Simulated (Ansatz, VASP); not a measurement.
**One calculation of RuS2, two programs**

```xyz
3
Lattice="3.4428 0.0000 0.0000 -1.7214 2.9815 0.0000 0.0000 0.0000 5.1134" Properties=species:S:1:pos:R:3 pbc="T T T"
Ru    0.0000    0.0000    0.0000
S     0.0000    1.9877    1.2968
S     1.7214    0.9938    3.8166
```

Alike in both runs: functional PBE; k mesh 12 × 12 × 7; occupations fermi-dirac, width 0.05 eV; no spin polarisation.

Ansatz relaxed the structure, and its values are those at the end. VASP's run is a single point on that final structure, the one shown.

|  | VASP | Ansatz |
| --- | --- | --- |
| version | VASP 6.6.1 | Ansatz 0.2.0 |
| potentials or method | VASP PAW PBE potentials, release 64 (Ru_pv, S) | PAW with Ansatz's default frozen-core files, scalar-relativistic |
| plane-wave cutoff (eV) | 520 | 420 |
| valence electrons in the cell | 26 | 28 |

```csv
,VASP,Ansatz,Ansatz less VASP
pressure (GPa),-0.2,0.0,+0.23
rms of the force components (eV/Å),0.009,0.000,-0.0086
```

VASP's potentials hold 26 valence electrons a cell and Ansatz's 28, so a difference there can come from the potentials and not from the codes.
